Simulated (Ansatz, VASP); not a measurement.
## One calculation of In, two programs

```xyz
1
Lattice="0.0000 2.3688 2.3688 2.3688 0.0000 2.3688 2.3688 2.3688 0.0000" Properties=species:S:1:pos:R:3 pbc="T T T"
In    0.0000    0.0000    0.0000
```

Alike in both runs: task single point; functional PBE; k mesh 6 × 6 × 6; occupations gaussian, width 0.1 eV; no spin polarisation.

|  | VASP | Ansatz |
| --- | --- | --- |
| version | VASP 6.6.1 | Ansatz 0.2.0 |
| potentials or method | VASP PAW PBE potentials, release 64 (In_d), cutoff 500 eV | scalar-relativistic, plane waves, PAW |
| valence electrons in the cell | 13 | 13 |

|  | VASP | Ansatz | Ansatz less VASP |
| --- | --- | --- | --- |
| gap on the k mesh at the Fermi level (eV) | none | none | - |
| pressure (GPa) | 0.2 | 0.2 | +0.03 |

A gap of «none» marks a metal or a gap that the smearing closes.

The k mesh is coarse, so the values compare programs but aren't converged.
